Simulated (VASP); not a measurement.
# NbC (Niobocarbide) (Fm-3m) in VASP: notebook

NbC (Niobocarbide) is run at these levels: PBE; tasks: single point.

Everything below comes from runs of VASP 6.6.1. Logs are shortened: lines on timing, memory, paths and dates and some standing lists are left out, and cuts for length are marked.

### 1 The cell of the first run

It takes space group Fm-3m (No. 225, cubic). The conventional cell has a = 4.469 Å, b = 4.469 Å, c = 4.469 Å, α = 90.00°, β = 90.00°, γ = 90.00°. Within 3.0 Å of Nb (site symmetry m-3m) lie 6 C at 2.23 Å. C (site symmetry m-3m) has 6 Nb at 2.23 Å within 3.0 Å.

### 2 Single point, PBE

Contents of INCAR:

```
PREC = Accurate ; ENCUT = 600
EDIFF = 1E-6 ; ISMEAR = 1
SIGMA = 0.3 ; LREAL = F
LASPH = T ; NELM = 120
ALGO = Normal ; ISIF = 2
LWAVE = F ; LCHARG = F
GGA = PE ; NBANDS = 16
GGA_COMPAT = F
```

Contents of KPOINTS:

```
regular mesh
0
Gamma
  5 5 5
```

Contents of POSCAR:

```
NbC
1.0
    0.0000000000      2.2345500000      2.2345500000
    2.2345500000      0.0000000000      2.2345500000
    2.2345500000      2.2345500000      0.0000000000
Nb C
1 1
Direct
    0.0000000000      0.0000000000      0.0000000000
    0.5000000000      0.5000000000      0.5000000000
```

Potentials or basis: VASP PAW PBE potentials, release 64 (Nb_sv, C).

On the command line:

```
$ cat potpaw_PBE.64/Nb_sv/POTCAR potpaw_PBE.64/C/POTCAR > POTCAR
$ mpirun -np 1 vasp_std > vasp.out
```

OUTCAR:

```text
PREC = Accurate
   ENCUT = 600
   EDIFF = 1E-6
   ISMEAR = 1
   LREAL = F
   LASPH = T
   NELM = 120
   ISIF = 2
   GGA = PE

 ion  position               nearest neighbor table
   1  0.000  0.000  0.000-   2 2.23   2 2.23   2 2.23   2 2.23   2 2.23   2 2.23
   2  0.500  0.500  0.500-   1 2.23   1 2.23   1 2.23   1 2.23   1 2.23   1 2.23

  LATTYP: Found a face centered cubic cell.
 ALAT       =     4.4691000000

  Lattice vectors:

 A1 = (   0.0000000000,   2.2345500000,   2.2345500000)
 A2 = (   2.2345500000,   0.0000000000,   2.2345500000)
 A3 = (   2.2345500000,   2.2345500000,   0.0000000000)

Analysis of symmetry for initial positions (statically):
=====================================================================
 Subroutine PRICEL returns:
 Original cell was already a primitive cell.

 Routine SETGRP: Setting up the symmetry group for a
 face centered cubic supercell.

 Subroutine GETGRP returns: Found 48 space group operations
 (whereof 48 operations were pure point group operations)
 out of a pool of 48 trial point group operations.

The static configuration has the point symmetry O_h .

Analysis of symmetry for dynamics (positions and initial velocities):
=====================================================================
 Subroutine PRICEL returns:
 Original cell was already a primitive cell.

 Routine SETGRP: Setting up the symmetry group for a
 face centered cubic supercell.

 Subroutine GETGRP returns: Found 48 space group operations
 (whereof 48 operations were pure point group operations)
 out of a pool of 48 trial point group operations.

The dynamic configuration has the point symmetry O_h .

 Subroutine INISYM returns: Found 48 space group operations
 (whereof 48 operations are pure point group operations),
 and found     1 'primitive' translations

----------------------------------------------------------------------------------------

                                     Primitive cell

  volume of cell :      22.3152

  direct lattice vectors                    reciprocal lattice vectors
     0.000000000  2.234550000  2.234550000    -0.223758699  0.223758699  0.223758699
[... 66 lines left out ...]
   LNONCOLLINEAR =      F non collinear calculations
   LSORBIT =      F    spin-orbit coupling
   LASPH  =      T    aspherical Exc in radial PAW
   ENCUT  =  600.0 eV  44.10 Ry    6.64 a.u.   6.31  6.31  6.31*2*pi/ulx,y,z
   NELM   =    120;   NELMIN=  2; NELMDL= -5     # of ELM steps
   EDIFF  = 0.1E-05   stopping-criterion for ELM
   LREAL  =      F    real-space projection
   EDIFFG = 0.1E-04   stopping-criterion for IOM
   NSW    =      0    number of steps for IOM
   IBRION =     -1    ionic relax: 0-MD 1-quasi-New 2-CG
   NFREE  =      0    steps in history (QN), initial steepest desc. (CG)
   ISIF   =      2    stress and relaxation
   ISYM   =      2    0-nonsym 1-usesym 2-fastsym
   POTIM  = 0.5000    time-step for ionic-motion
   TEBEG  =    0.0;   TEEND  =   0.0 temperature during run
   PSTRESS=    0.0 pullay stress
   NELECT =      17.0000    total number of electrons
   NUPDOWN=      -1.0000    fix difference up-down
   EMIN   =  10.00;   EMAX   =-10.00  energy-range for DOS
   EFERMI =   0.00;   METHOD = LEGACY
   ISMEAR =     1;   SIGMA  =   0.30  broadening in eV -4-tet -1-fermi 0-gaus
   EFERMI_NEDOS =   21; number of points for ismear=-14 and -15
   IALGO  =     38    algorithm
   IMIX   =      4    mixing-type and parameters
     AMIX     =   0.40;   BMIX     =  1.00
     AMIX_MAG =   1.60;   BMIX_MAG =  1.00
  volume/ion in A,a.u.               =      11.16        75.30
  Fermi-wavevector in a.u.,A,eV,Ry     =   1.495172  2.825465 30.416346  2.235538
  Thomas-Fermi vector in A             =   2.607351
   LORBIT       =      0    0 simple, 1 ext, 2 COOP (PROOUT), +10 PAW based schemes
   GGA     = PE    functional components
   LHFCALC =     F    Hartree Fock is set to
   AEXX    =    0.0000 exact exchange contribution
   IVDW    =     0    specifies the selected vdW correction
   LEPSILON=     F    determine dielectric tensor
   LRPA    =     F    only Hartree local field effects (RPA)
 non-spin polarized calculation
 Methfessel and Paxton  Order N= 1 SIGMA  =   0.30
  energy-cutoff  :      600.00
  volume of cell :       22.32
 maximum number of plane-waves:       754
 NGX is ok and might be reduce to    28
   NGX = 13   NGY = 13   NGZ = 13

 number of electron      17.0000001 magnetization

 Free energy of the ion-electron system (eV)
  ---------------------------------------------------
  ext. energy  EPLUGINS =         0.00000000
  ---------------------------------------------------
  free energy    TOTEN  =       -20.56217792 eV

  energy without entropy =      -20.55615730  energy(sigma->0) =      -20.56017105

 E-fermi :  12.4499     XC(G=0): -13.0893

 val. band max:       12.3662389658   @ k =   0.0000   0.0000   0.0000
 cond. band min:      12.6774792944   @ k =  -0.2000   0.2000   0.0000
 fundamental gap:      0.3112403286
 Fermi energy:        12.4498606741

 k-point     1 :       0.0000    0.0000    0.0000
  band No.  band energies     occupation
      1     -43.1956      2.00000
      2     -18.8998      2.00000
      3     -18.8998      2.00000
      4     -18.8998      2.00000
      5      -0.8679      2.00000
      6      11.2671      2.00000
[... 167 lines left out ...]
      3     -19.3124      2.00000
      4     -19.1315      2.00000
      5       1.3903      2.00000
      6       7.2621      2.00000
[... 8 lines left out ...]
     15      25.7698      0.00000
     16      25.8893      0.00000

------------------------ aborting loop because EDIFF is reached ----------------------------------------

  FORCE on cell =-STRESS in cart. coord.  units (eV):
  Direction    XX          YY          ZZ          XY          YZ          ZX
  --------------------------------------------------------------------------------------
  -------------------------------------------------------------------------------------
  Total        0.3557801      0.3557801      0.3557801     -0.0000000     -0.0000000      0.0000000
  in kB       25.5441831     25.5441831     25.5441831     -0.0000000     -0.0000000      0.0000000
  external PRESSURE =      25.5441831 kB  Pullay stress =       0.0000000 kB

 VOLUME and BASIS-vectors are now :
 -----------------------------------------------------------------------------
  energy-cutoff  :      600.00
  volume of cell :       22.32
      direct lattice vectors                 reciprocal lattice vectors
     0.000000000  2.234550000  2.234550000    -0.223758699  0.223758699  0.223758699
     2.234550000  0.000000000  2.234550000     0.223758699 -0.223758699  0.223758699
     2.234550000  2.234550000  0.000000000     0.223758699  0.223758699 -0.223758699

 POSITION                                       TOTAL-FORCE (eV/Angst)
 -----------------------------------------------------------------------------------
      0.00000      0.00000      0.00000        -0.000000      0.000000     -0.000000
      2.23455      2.23455      2.23455         0.000000     -0.000000      0.000000
 -----------------------------------------------------------------------------------
    total drift:                               -0.000000      0.000000      0.000000

  FREE ENERGIE OF THE ION-ELECTRON SYSTEM (eV)
  ---------------------------------------------------
  free  energy   TOTEN  =       -20.5621779199 eV

  energy  without entropy=      -20.5561573042  energy(sigma->0) =      -20.56017105
```

stdout:

```text
POSCAR found type information on POSCAR NbC
 POSCAR found :  2 types and       2 ions
 scaLAPACK will be used
 LDA part: xc-table for (Slater+PW92), standard interpolation
 POSCAR, INCAR and KPOINTS ok, starting setup
 FFT: planning ... GRIDC
 FFT: planning ... GRID_SOFT
 FFT: planning ... GRID
 WAVECAR not read
 entering main loop
```

Wall time 8.2 s (1 thread of Intel Xeon 8259CL, shared host); peak memory 0.16 GiB.

Results:

- Free energy: -20.5622 eV
- Pressure: 2.6 GPa

Caveat: the k points lie up to 0.49 Å⁻¹ apart.

### 3 Single point, PBE

Contents of INCAR:

```
SYSTEM = NbC
PREC     = Accurate       ! precision mode
ENCUT    = 600            ! plane-wave cutoff, eV
EDIFF    = 1E-6           ! SCF threshold, eV
ISMEAR   = 1              ! smearing method
SIGMA    = 0.2            ! smearing width, eV
LREAL    = .FALSE.        ! projectors in reciprocal space
LASPH    = .TRUE.         ! aspherical terms in the spheres
NELM     = 120            ! most SCF steps
ALGO     = Normal         ! electronic algorithm
ISIF     = 2              ! what is computed and relaxed
LWAVE    = .FALSE.        ! write WAVECAR
LCHARG   = .FALSE.        ! write CHGCAR
GGA      = PE             ! functional
NBANDS   = 16             ! bands
GGA_COMPAT= .FALSE.
```

Contents of KPOINTS:

```
regular mesh
0
G
  5 5 5
  0 0 0
```

POSCAR is that of step 2.

Potentials or basis: VASP PAW PBE potentials, release 64 (Nb_sv, C).

On the command line:

```
$ cat potpaw_PBE.64/Nb_sv/POTCAR potpaw_PBE.64/C/POTCAR > POTCAR
$ mpirun -np 1 vasp_std > vasp.out
```

It took 13 s on 1 thread of Intel Xeon 8259CL, shared host; peak memory 0.15 GiB.

The run converged. Its results:

```
Free energy : -20.5604 eV
Pressure    : 2.6 GPa
```

Levels at points of the mesh, in eV from the Fermi level:
| k point | band 6 | band 7 | band 8 | band 9 | band 10 | band 11 | band 12 | band 13 |
| --- | --- | --- | --- | --- | --- | --- | --- | --- |
| (0.00, 0.00, 0.00) | -1.16 | -1.16 | -1.16 | -0.06 | -0.06 | -0.06 | 0.50 | 0.50 |

Caveat: the k points lie up to 0.49 Å⁻¹ apart.

### 4 Single point, PBE

Contents of INCAR:

```
SYSTEM = NbC
  ALGO = Normal
  EDIFF = 1E-6
  ENCUT = 600
  GGA = PE
  GGA_COMPAT = .FALSE.
  ISIF = 2
  ISMEAR = 1
  LASPH = .TRUE.
  LCHARG = .FALSE.
  LREAL = .FALSE.
  LWAVE = .FALSE.
  NBANDS = 16
  NELM = 120
  PREC = Accurate
  SIGMA = 0.1
```

Contents of KPOINTS:

```
k-points
0
G
  5 5 5
  0 0 0
```

POSCAR is that of step 3.

On the command line:

```
$ cat potpaw_PBE.64/Nb_sv/POTCAR potpaw_PBE.64/C/POTCAR > POTCAR
$ mpirun -np 1 vasp_std > vasp.out
```

It took 12 s on 1 thread of Intel Xeon 8259CL, shared host; peak memory 0.16 GiB.

Results (log left out):

```yaml
Free_energy: -20.5581 eV
Pressure: 2.6 GPa
```

Levels at points of the mesh, in eV from the Fermi level:
| k point | band 5 | band 6 | band 7 | band 8 | band 9 | band 10 | band 11 | band 12 | band 13 | band 14 |
| --- | --- | --- | --- | --- | --- | --- | --- | --- | --- | --- |
| (0.00, 0.00, 0.00) | -13.26 | -1.12 | -1.12 | -1.12 | -0.03 | -0.03 | -0.03 | 0.54 | 0.54 | 7.81 |

Caveat: the k points lie up to 0.49 Å⁻¹ apart.

### 5 Single point, PBE

Contents of INCAR:

```
SYSTEM = NbC
PREC = Accurate
ENCUT = 600
EDIFF = 1E-6
ISMEAR = 1
SIGMA = 0.05
LREAL = .FALSE.
LASPH = .TRUE.
NELM = 120
ALGO = Normal
ISIF = 2
LWAVE = .FALSE.
LCHARG = .FALSE.
GGA = PE
NBANDS = 16
GGA_COMPAT = .FALSE.
```

Contents of KPOINTS:

```
Automatic mesh
0
G
  5 5 5
  0 0 0
```

POSCAR is that of step 4.

On the command line:

```
$ cat potpaw_PBE.64/Nb_sv/POTCAR potpaw_PBE.64/C/POTCAR > POTCAR
$ mpirun -np 1 vasp_std > vasp.out
```

It took 15 s on 1 thread of Intel Xeon 8259CL, shared host; peak memory 0.16 GiB.

The run converged. Its results:

```yaml
Free_energy: -20.5566 eV
Pressure: 2.6 GPa
```

Levels at points of the mesh, in eV from the Fermi level:
```
           k point  band 7  band 8  band 9  band 10  band 11  band 12
(0.00, 0.00, 0.00)   -1.11   -1.11   -0.01    -0.01    -0.01     0.55
```

Caveat: the k points lie up to 0.49 Å⁻¹ apart.

### 6 Overview

| smearing | gap on the mesh (eV) | pressure (GPa) |
| --- | --- | --- |
| methfessel-paxton 0.3 eV | none | 2.6 |
| methfessel-paxton 0.2 eV | none | 2.6 |
| methfessel-paxton 0.1 eV | none | 2.6 |
| methfessel-paxton 0.05 eV | none | 2.6 |

Alike in all rows: task single point; level PBE; potentials or basis VASP PAW PBE potentials, release 64 (Nb_sv, C); no spin polarisation; cell as given; k mesh 5 × 5 × 5; cutoff (eV) 600.

Caveats: all runs use coarse meshes.

Absolute energies hang on the potentials; compare differences alone.
